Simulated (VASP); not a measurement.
Write the native input for VASP 6.6.1 that does the following.

```yaml
Task: single point
Functional: PBE
Potentials_or_basis: VASP PAW PBE potentials, release 64 (Sn_d, O)
Cutoff: 520 eV
k_mesh: 2 × 2 × 1
Occupations: gaussian, width 0.05 eV
Spin: collinear spin
Dipole_correction: no
Further_INCAR_settings: LREAL = Auto; ALGO = Normal; EDIFF = 1e-06; NBANDS = 187
```

The structure of Sn12O25 (a cell with a defect) lies in POSCAR:

```
Sn12O25
1.0
   -5.3733100000      5.3733100000      1.6162330000
   -5.3733100000     -5.3733100000      1.6162330000
    0.0000000000      0.0000000000      9.6973980000
Sn O
12 25
Direct
    0.1831788400      0.4819028084      0.0552020111
    0.1831379112      0.4816122211      0.3883944344
    0.1836464446      0.4808688311      0.7220190603
    0.4837975188      0.8149727004      0.1162296860
    0.4829852987      0.8148576847      0.4494904804
    0.4831017005      0.8147190449      0.7832212462
    0.5159397526      0.1813461596      0.2164311751
    0.5169489030      0.1815966209      0.5493799118
    0.5172614345      0.1814058460      0.8831177791
    0.8168503972      0.5145407336      0.2773747413
    0.8165826599      0.5154138837      0.6104549917
    0.8167100554      0.5147384694      0.9443644244
    0.7019177337      0.3792513521      0.1525073349
    0.7018910262      0.3798026524      0.4857343494
    0.7022077563      0.3799145707      0.8188709164
    0.3812749041      0.2963126626      0.0529248861
    0.3812682150      0.2962947348      0.3865153061
    0.3818754739      0.2959158279      0.7197408722
    0.6187520564      0.7001198629      0.2795924288
    0.6181780659      0.7003029999      0.6129109709
    0.6186568083      0.6998518923      0.9462493664
    0.2980306777      0.6170556105      0.1801766560
    0.2979096091      0.6164200772      0.5137230873
    0.2980723288      0.6166700969      0.8468234263
    0.0527679829      0.3627615027      0.2633126459
    0.0522662436      0.3629078250      0.5969178460
    0.0525316354      0.3631422772      0.9300633753
    0.3644605302      0.9454420285      0.2808113265
    0.3645241494      0.9456434351      0.6144179008
    0.3653089736      0.9457097499      0.9476257282
    0.9472537445      0.6334390862      0.0694047674
    0.9474429272      0.6333265817      0.4024235217
    0.9476568492      0.6335786347      0.7357279438
    0.6354782688      0.0509994712      0.0519033474
    0.6347891033      0.0506180562      0.3850341774
    0.6355009199      0.0505149826      0.7181047051
    0.9982094927      0.9788918852      0.6703295527
```

These files were run (other wordings do the same):

INCAR

```
  PREC = Accurate
  ENCUT = 520
  EDIFF = 1E-6
  ISMEAR = 0
  SIGMA = 0.05
  LREAL = Auto
  LASPH = T
  NELM = 150
  ALGO = Normal
  ISIF = 2
  LWAVE = F
  LCHARG = F
  ISPIN = 2
  MAGMOM = 0 0 0 0 0 0 0 0 0 0 0 0 0 0 0 0 0 0 0 0 0 0 0 0 0 0 0 0 0.5 0 0 0 0.5 0 0 0.5 0.5
  LORBIT = 11
  GGA = PE
  NBANDS = 187
  LUSENCCL = F
```

KPOINTS

```
Automatic mesh
0
Gamma
  2 2 1
```

Potentials or basis: VASP PAW PBE potentials, release 64 (Sn_d, O).

Launch:

```console
$ cat potpaw_PBE.64/Sn_d/POTCAR potpaw_PBE.64/O/POTCAR > POTCAR
$ mpirun -np 1 vasp_std > vasp.out
```

It gave:

* Pressure: 1.4 GPa
* Largest force: 0.063 eV/Å
* Band gap on the k mesh: 0.39 eV
* Net moment: 2.00 μB per cell
* Site moments: Sn +0.00, -0.00 (each value once); O +0.00, -0.00, +0.02, +0.04, +1.49 (each value once) μB
* Valence electrons inside the program's atomic spheres: Sn 12.26; O 5.04, 5.01, 5.00, 4.57 (each value once)

Caveat: the k points lie up to 0.68 Å⁻¹ apart; spin-orbit coupling is left out, which moves the levels of the heavy elements.

Run time: 5.6 min on 1 × NVIDIA H100 80GB with 1 thread of AMD EPYC 7R13 Processor (Zen 3) (shared host), peak memory 1.9 GiB.
